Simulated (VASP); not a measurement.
C, 16 atoms in the cell. It takes space group Fd-3m (No. 227, cubic). Conventional cell: a = 3.560 Å, b = 3.560 Å, c = 3.560 Å, α = 90.00°, β = 90.00°, γ = 90.00°. Within 2.1 Å of C (site symmetry -43m) lie 4 C at 1.54 Å. 

* Program: VASP 6.6.1
* Task: single point
* Functional: r2SCAN
* Potentials or basis: VASP PAW PBE potentials, release 64 (C)
* Cutoff: 520 eV
* k mesh: 6 × 6 × 6
* Occupations: gaussian, width 0.05 eV
* Spin: no spin polarisation
* Dipole correction: no
* Further INCAR settings: LREAL = Auto; ALGO = Normal; EDIFF = 1e-06; NBANDS = 46

Potentials or basis: VASP PAW PBE potentials, release 64 (C).

Launch:

```bash
$ cat potpaw_PBE.64/C/POTCAR > POTCAR
$ cp INCAR.step1 INCAR
$ mpirun -np 1 vasp_std > vasp.out
$ cp INCAR.step2 INCAR
$ mpirun -np 1 vasp_std > vasp.out
```

Hardware: 1 thread of Intel(R) Xeon(R) Platinum 8259CL CPU @ 2.50GHz (Skylake/Cascade Lake) (shared host).

Problem. Estimate the wall time of this run.

Solution. Wall time 5.3 min on 1 thread of Intel(R) Xeon(R) Platinum 8259CL CPU @ 2.50GHz (Skylake/Cascade Lake), with other jobs on the host, peak memory 0.26 GiB. Counts: k points 16.
